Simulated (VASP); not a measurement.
BaH4, 5 atoms in the cell. It takes space group R-3m (No. 166, trigonal). Conventional cell: a = 4.627 Å, b = 4.627 Å, c = 10.715 Å, α = 90.00°, β = 90.00°, γ = 120.00°. Within 3.7 Å of Ba (site symmetry -3m) lie 20 H at 2.77 to 3.44 Å. Within 3.4 Å of H (site symmetry 3m) lie 14 H at 2.20 to 3.32 Å and 4 Ba at 2.77 to 2.79 Å. H (site symmetry 3m) has 1 H at 0.77 Å within 1.1 Å. 

```yaml
Program: VASP 6.6.1
Task: single point
Functional: PBE
Potentials_or_basis: VASP PAW PBE potentials, release 64 (Ba_sv, H)
Cutoff: 520 eV
k_mesh: 6 × 6 × 6
Occupations: gaussian, width 0.02 eV
Spin: no spin polarisation
Dipole_correction: no
Further_INCAR_settings: ALGO = Normal; EDIFF = 1e-06; NBANDS = 15
```

Potentials or basis: VASP PAW PBE potentials, release 64 (Ba_sv, H).

Launch:

```bash
$ cat potpaw_PBE.64/Ba_sv/POTCAR potpaw_PBE.64/H/POTCAR > POTCAR
$ mpirun -np 1 vasp_std > vasp.out
```

Hardware: 1 thread of AMD EPYC 9R45 96-Core Processor (Zen 5) (shared host).

Task: Estimate the wall time of this run.

Result: Wall time 19 s on 1 thread of AMD EPYC 9R45 96-Core Processor (Zen 5), on a shared host, peak memory 0.18 GiB. Counts: scf iterations 14, k points 32.
